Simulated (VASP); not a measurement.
A run of VASP 6.6.1:

Contents of INCAR:

```
PREC = Accurate
ENCUT = 520
EDIFF = 1E-7
ISMEAR = 0
SIGMA = 0.1
LREAL = F
LASPH = T
NELM = 80
ALGO = Normal
ISIF = 2
LWAVE = F
LCHARG = T
GGA = PE
LELF = T
LVHAR = T
NBANDS = 40
```

KPOINTS

```
Automatic mesh
0
Gamma
  4 4 4
```

POSCAR

```
Mo3P4
1.0
    4.9429750564      0.0000000000      0.0000000000
    0.0000000000      4.9429750564      0.0000000000
    0.0000000000      0.0000000000      4.9429750564
Mo P
3 4
Direct
    0.0000000000      0.0000000000      0.5000000000
    0.5000000000      0.0000000000      0.0000000000
    0.0000000000      0.5000000000      0.0000000000
    0.6928621735      0.3071378265      0.3071378265
    0.3071378265      0.6928621735      0.3071378265
    0.3071378265      0.3071378265      0.6928621735
    0.6928621735      0.6928621735      0.6928621735
```

Potentials or basis: VASP PAW PBE potentials, release 64 (Mo_sv, P).

The run is started by

```sh
$ cat potpaw_PBE.64/Mo_sv/POTCAR potpaw_PBE.64/P/POTCAR > POTCAR
$ mpirun -np 1 vasp_std > vasp.out
```

Hardware: 1 thread of Intel(R) Xeon(R) Platinum 8488C (Sapphire Rapids), with other jobs on the host.

Task: Estimate the wall time of this run.

Result: Wall time 71 s on 1 thread of Intel(R) Xeon(R) Platinum 8488C (Sapphire Rapids) (shared host), peak memory 0.25 GiB. Counts: scf iterations 16, k points 10.
